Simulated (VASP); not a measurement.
# Si (P6_3/mmc) in VASP: further runs

Runs on Si. Level: PBEsol. Tasks: single point.

Everything below comes from runs of VASP 6.6.1. Logs are shortened: lines on timing, memory, paths and dates and some standing lists are left out, and cuts for length are marked.

## 1. The cell of the first run

Symmetry: P6_3/mmc, No. 194, hexagonal system. Conventional cell: a = 3.557 Å, b = 3.557 Å, c = 5.927 Å, α = 90.00°, β = 90.00°, γ = 120.00°. Within 2.9 Å of Si (site symmetry 3m) lie 4 Si at 2.19 to 2.20 Å.

## 2. Single point, PBEsol

INCAR reads:

```
  ALGO = Normal
  EDIFF = 1E-6
  ENCUT = 520
  GGA = PS
  ISIF = 2
  ISMEAR = -1
  LASPH = True
  LCHARG = False
  LREAL = False
  LWAVE = False
  NBANDS = 16
  NELM = 80
  PREC = Accurate
  SIGMA = 0.05
```

KPOINTS reads:

```
k-points
0
Gamma
  8 8 4
```

POSCAR reads:

```
Si
1.0
    3.5573170804      0.0000000000      0.0000000000
   -1.7786585402      3.0807269609      0.0000000000
    0.0000000000      0.0000000000      5.9266604892
Si
4
Direct
    0.6666666667      0.3333333333      0.9356811627
    0.3333333333      0.6666666667      0.4356811627
    0.6666666667      0.3333333333      0.5643188373
    0.3333333333      0.6666666667      0.0643188373
```

Potentials or basis: VASP PAW PBE potentials, release 64 (Si).

On the command line:

```
$ cat potpaw_PBE.64/Si/POTCAR > POTCAR
$ mpirun -np 1 vasp_std > vasp.out
```

OUTCAR:

```text
EDIFF = 1E-6
   ENCUT = 520
   GGA = PS
   ISIF = 2
   ISMEAR = -1
   LASPH = True
   LREAL = False
   NELM = 80
   PREC = Accurate

 ion  position               nearest neighbor table
   1  0.667  0.333  0.936-   4 2.19   4 2.19   4 2.19   3 2.20
   2  0.333  0.667  0.436-   3 2.19   3 2.19   3 2.19   4 2.20
   3  0.667  0.333  0.564-   2 2.19   2 2.19   2 2.19   1 2.20
   4  0.333  0.667  0.064-   1 2.19   1 2.19   1 2.19   2 2.20

  LATTYP: Found a hexagonal cell.
 ALAT       =     3.5573170804
 C/A-ratio  =     1.6660478544

  Lattice vectors:

 A1 = (   3.5573170804,   0.0000000000,   0.0000000000)
 A2 = (  -1.7786585402,   3.0807269609,   0.0000000000)
 A3 = (   0.0000000000,   0.0000000000,   5.9266604892)

Analysis of symmetry for initial positions (statically):
=====================================================================
 Subroutine PRICEL returns:
 Original cell was already a primitive cell.

 Routine SETGRP: Setting up the symmetry group for a
 hexagonal supercell.

 Subroutine GETGRP returns: Found 24 space group operations
 (whereof 12 operations were pure point group operations)
 out of a pool of 24 trial point group operations.

The static configuration has the point symmetry D_3d.
 The point group associated with its full space group is D_6h.

Analysis of symmetry for dynamics (positions and initial velocities):
=====================================================================
 Subroutine PRICEL returns:
 Original cell was already a primitive cell.

 Routine SETGRP: Setting up the symmetry group for a
 hexagonal supercell.

 Subroutine GETGRP returns: Found 24 space group operations
 (whereof 12 operations were pure point group operations)
 out of a pool of 24 trial point group operations.

The dynamic configuration has the point symmetry D_3d.
 The point group associated with its full space group is D_6h.

 Subroutine INISYM returns: Found 24 space group operations
 (whereof 12 operations are pure point group operations),
 and found     1 'primitive' translations

----------------------------------------------------------------------------------------

                                     Primitive cell

  volume of cell :      64.9510

  direct lattice vectors                    reciprocal lattice vectors
     3.557317080  0.000000000  0.000000000     0.281110730  0.162299355  0.000000000
    -1.778658540  3.080726961  0.000000000     0.000000000  0.324598711  0.000000000
     0.000000000  0.000000000  5.926660489     0.000000000  0.000000000  0.168729085

  length of vectors
     3.557317080  3.557317080  5.926660489     0.324598711  0.324598711  0.168729085

  position of ions in fractional coordinates (direct lattice)
     0.666666667  0.333333333  0.935681163
     0.333333333  0.666666667  0.435681163
     0.666666667  0.333333333  0.564318837
     0.333333333  0.666666667  0.064318837

  ion indices of the primitive-cell ions
   primitive index   ion index
                 1           1
                 2           2
                 3           3
                 4           4

----------------------------------------------------------------------------------------

 KPOINTS: k-points

Automatic generation of k-mesh.
 Grid dimensions read from file:
 generate k-points for:    8    8    4

 Generating k-lattice:

  Cartesian coordinates                     Fractional coordinates (reciprocal lattice)
     0.035138841  0.020287419  0.000000000     0.125000000  0.000000000  0.000000000
     0.000000000  0.040574839  0.000000000     0.000000000  0.125000000  0.000000000
     0.000000000  0.000000000  0.042182271     0.000000000  0.000000000  0.250000000

  Length of vectors
     0.040574839  0.040574839  0.042182271

  Shift w.r.t. Gamma in fractional coordinates (k-lattice)
     0.000000000  0.000000000  0.000000000

 Subroutine IBZKPT returns following result:
 ===========================================

 Found     30 irreducible k-points:

 Following reciprocal coordinates:
            Coordinates               Weight
  0.000000  0.000000  0.000000      1.000000
  0.125000 -0.000000  0.000000      6.000000
  0.250000 -0.000000  0.000000      6.000000
  0.375000 -0.000000  0.000000      6.000000
  0.500000 -0.000000  0.000000      3.000000
  0.125000  0.125000  0.000000      6.000000
[... 16 lines left out ...]
  0.250000 -0.000000  0.500000      6.000000
  0.375000 -0.000000  0.500000      6.000000
 [... further k-points ...]
   k-points           NKPTS =     30   k-points in BZ     NKDIM =     30   number of bands    NBANDS=     16
   number of dos      NEDOS =    301   number of ions     NIONS =      4
   total plane-waves  NPLWV =  37632
   dimension x,y,z NGX =    28 NGY =   28 NGZ =   48
   dimension x,y,z NGXF=    56 NGYF=   56 NGZF=   96
   ions per type =               4
   NGX,Y,Z   is equivalent  to a cutoff of  13.09, 13.09, 13.46 a.u.
   NGXF,Y,Z  is equivalent  to a cutoff of  26.17, 26.17, 26.93 a.u.
 SYSTEM =  unknown system
   PREC   = accura    normal or accurate (medium, high low for compatibility)
   ISTART =      0    job   : 0-new  1-cont  2-samecut
   ICHARG =      2    charge: 1-file 2-atom 10-const
   ISPIN  =      1    spin polarized calculation?
   LNONCOLLINEAR =      F non collinear calculations
   LSORBIT =      F    spin-orbit coupling
   LASPH  =      T    aspherical Exc in radial PAW
   ENCUT  =  520.0 eV  38.22 Ry    6.18 a.u.   6.61  6.61 11.02*2*pi/ulx,y,z
   NELM   =     80;   NELMIN=  2; NELMDL= -5     # of ELM steps
   EDIFF  = 0.1E-05   stopping-criterion for ELM
   LREAL  =      F    real-space projection
   EDIFFG = 0.1E-04   stopping-criterion for IOM
   NSW    =      0    number of steps for IOM
   IBRION =     -1    ionic relax: 0-MD 1-quasi-New 2-CG
   NFREE  =      0    steps in history (QN), initial steepest desc. (CG)
   ISIF   =      2    stress and relaxation
   ISYM   =      2    0-nonsym 1-usesym 2-fastsym
   POTIM  = 0.5000    time-step for ionic-motion
   TEBEG  =    0.0;   TEEND  =   0.0 temperature during run
   PSTRESS=    0.0 pullay stress
   NELECT =      16.0000    total number of electrons
   NUPDOWN=      -1.0000    fix difference up-down
   EMIN   =  10.00;   EMAX   =-10.00  energy-range for DOS
   EFERMI =   0.00;   METHOD = LEGACY
   ISMEAR =    -1;   SIGMA  =   0.05  broadening in eV -4-tet -1-fermi 0-gaus
   EFERMI_NEDOS =   21; number of points for ismear=-14 and -15
   IALGO  =     38    algorithm
   IMIX   =      4    mixing-type and parameters
     AMIX     =   0.40;   BMIX     =  1.00
     AMIX_MAG =   1.60;   BMIX_MAG =  1.00
  volume/ion in A,a.u.               =      16.24       109.58
  Fermi-wavevector in a.u.,A,eV,Ry     =   1.026249  1.939330 14.329488  1.053188
  Thomas-Fermi vector in A             =   2.160132
   LORBIT       =      0    0 simple, 1 ext, 2 COOP (PROOUT), +10 PAW based schemes
   GGA     = PS    functional components
   LHFCALC =     F    Hartree Fock is set to
   AEXX    =    0.0000 exact exchange contribution
   IVDW    =     0    specifies the selected vdW correction
   LEPSILON=     F    determine dielectric tensor
   LRPA    =     F    only Hartree local field effects (RPA)
 non-spin polarized calculation
  energy-cutoff  :      520.00
  volume of cell :       64.95
 maximum number of plane-waves:      1798
 NGX is ok and might be reduce to    28
   NGX = 13   NGY = 13   NGZ = 23

 number of electron      16.0000000 magnetization

 Free energy of the ion-electron system (eV)
  ---------------------------------------------------
  ext. energy  EPLUGINS =         0.00000000
  ---------------------------------------------------
  free energy    TOTEN  =       -21.73051799 eV

  energy without entropy =      -21.72830900  energy(sigma->0) =      -21.72941349

 E-fermi :   8.3074     XC(G=0): -10.3768

 val. band max:        8.2834545198   @ k =   0.5000  -0.0000   0.0000
 cond. band min:       8.4457031920   @ k =   0.3750   0.2500   0.0000
 fundamental gap:      0.1622486722
 Fermi energy:         8.3074253047

 k-point     1 :       0.0000    0.0000    0.0000
  band No.  band energies     occupation
      1      -5.4681      2.00000
      2      -2.6079      2.00000
      3      -0.1156      2.00000
      4       6.6895      2.00000
      5       6.6895      2.00000
      6       7.8827      1.99959
[... 8 lines left out ...]
     15      14.1206      0.00000
     16      14.1206      0.00000

 k-point     2 :       0.1250   -0.0000    0.0000
  band No.  band energies     occupation
      1      -5.2490      2.00000
      2      -2.3874      2.00000
      3       0.0467      2.00000
      4       5.1971      2.00000
      5       6.2285      2.00000
      6       7.3292      2.00000
[... 8 lines left out ...]
     15      13.6119      0.00000
     16      13.7889      0.00000

 k-point     3 :       0.2500   -0.0000    0.0000
  band No.  band energies     occupation
      1      -4.6028      2.00000
      2      -1.7354      2.00000
      3       0.4067      2.00000
      4       3.0500      2.00000
      5       5.1519      2.00000
      6       5.4787      2.00000
[... 8 lines left out ...]
     15      14.3479      0.00000
     16      15.3244      0.00000

 k-point     4 :       0.3750   -0.0000    0.0000
  band No.  band energies     occupation
      1      -3.5883      2.00000
      2      -0.7015      2.00000
      3      -0.0757      2.00000
      4       2.2456      2.00000
      5       3.0586      2.00000
      6       4.9472      2.00000
[... 8 lines left out ...]
     15      16.4107      0.00000
     16      16.4559      0.00000

 k-point     5 :       0.5000   -0.0000    0.0000
  band No.  band energies     occupation
      1      -2.7254      2.00000
      2      -1.1020      2.00000
      3       0.2134      2.00000
      4       1.7750      2.00000
      5       2.6562      2.00000
      6       4.4965      2.00000
[... 8 lines left out ...]
     15      15.2591      0.00000
     16      16.6996      0.00000

 k-point     6 :       0.1250    0.1250    0.0000
  band No.  band energies     occupation
      1      -4.8158      2.00000
      2      -1.9507      2.00000
      3       0.3214      2.00000
      4       3.7869      2.00000
      5       5.1257      2.00000
      6       5.9378      2.00000
[... 8 lines left out ...]
     15      13.9827      0.00000
     16      14.2781      0.00000
[... 267 lines left out ...]
 k-point    21 :       0.0000    0.0000    0.5000
  band No.  band energies     occupation
      1      -4.5273      2.00000
      2      -4.5273      2.00000
      3       3.5116      2.00000
      4       3.5116      2.00000
      5       7.3972      2.00000
      6       7.3972      2.00000
[... 8 lines left out ...]
     15      16.6333      0.00000
     16      16.6338      0.00000

 k-point    22 :       0.1250   -0.0000    0.5000
  band No.  band energies     occupation
      1      -4.3100      2.00000
      2      -4.3100      2.00000
      3       3.6039      2.00000
      4       3.6039      2.00000
      5       6.0471      2.00000
      6       6.0471      2.00000
[... 8 lines left out ...]
     15      15.1425      0.00000
     16      15.1425      0.00000

 k-point    23 :       0.2500   -0.0000    0.5000
  band No.  band energies     occupation
      1      -3.6706      2.00000
      2      -3.6706      2.00000
      3       3.1024      2.00000
      4       3.1024      2.00000
      5       4.7511      2.00000
      6       4.7511      2.00000
[... 8 lines left out ...]
     15      15.4141      0.00000
     16      15.4141      0.00000

 k-point    24 :       0.3750   -0.0000    0.5000
  band No.  band energies     occupation
      1      -2.6776      2.00000
      2      -2.6776      2.00000
      3       1.2674      2.00000
      4       1.2674      2.00000
      5       5.1439      2.00000
      6       5.1439      2.00000
[... 8 lines left out ...]
     15      16.9522      0.00000
     16      16.9522      0.00000

 [... further k-points ...]

------------------------ aborting loop because EDIFF is reached ----------------------------------------

  FORCE on cell =-STRESS in cart. coord.  units (eV):
  Direction    XX          YY          ZZ          XY          YZ          ZX
  --------------------------------------------------------------------------------------
  -------------------------------------------------------------------------------------
  Total       12.3286570     12.3286570     12.3205795      0.0000000      0.0000000      0.0000000
  in kB      304.1168729    304.1168729    303.9176208      0.0000000      0.0000000      0.0000000
  external PRESSURE =     304.0504555 kB  Pullay stress =       0.0000000 kB

 VOLUME and BASIS-vectors are now :
 -----------------------------------------------------------------------------
  energy-cutoff  :      520.00
  volume of cell :       64.95
      direct lattice vectors                 reciprocal lattice vectors
     3.557317080  0.000000000  0.000000000     0.281110730  0.162299355  0.000000000
    -1.778658540  3.080726961  0.000000000     0.000000000  0.324598711  0.000000000
     0.000000000  0.000000000  5.926660489     0.000000000  0.000000000  0.168729085

 POSITION                                       TOTAL-FORCE (eV/Angst)
 -----------------------------------------------------------------------------------
      1.77866      1.02691      5.54546         0.000000     -0.000000     -0.004048
     -0.00000      2.05382      2.58213        -0.000000      0.000000     -0.004048
      1.77866      1.02691      3.34453         0.000000     -0.000000      0.004048
     -0.00000      2.05382      0.38120        -0.000000      0.000000      0.004048
 -----------------------------------------------------------------------------------
    total drift:                               -0.000000      0.000000     -0.000000

  FREE ENERGIE OF THE ION-ELECTRON SYSTEM (eV)
  ---------------------------------------------------
  free  energy   TOTEN  =       -21.7305179853 eV

  energy  without entropy=      -21.7283089952  energy(sigma->0) =      -21.72941349
```

Wall time 18 s (1 thread of AMD EPYC 9R14 (Zen 4), shared host); peak memory 0.15 GiB.

Results:

```yaml
Free_energy: -21.7305 eV
Pressure: 30.4 GPa
Largest_force: 0.004 eV/Å
Band_gap_on_the_k_mesh: zero (band 8 reaches 8.56 eV, above the bottom of band 9 at 8.28 eV)
```

Forces on the atoms (eV/Å):
```
Si   0.000  0.000 -0.004
Si   0.000  0.000 -0.004
Si   0.000  0.000  0.004
Si   0.000  0.000  0.004
```

Levels at points of the mesh, in eV from the Fermi level:
```
           k point  band 6  band 7  band 8  band 9  band 10  band 11
(0.00, 0.00, 0.00)   -0.42    0.25    0.25    1.79     1.97     1.97
(0.50, 0.00, 0.00)   -3.81   -3.55   -1.53   -0.02     2.60     2.70
(0.00, 0.00, 0.50)   -0.91   -0.91   -0.91    2.52     2.52     3.04
(0.50, 0.00, 0.50)   -2.83   -2.78   -2.78    0.87     0.87     1.24
```

Caveat: the PAW data sets were made with another functional, which shifts forces and pressure a little.

[end of part 1 of 2]
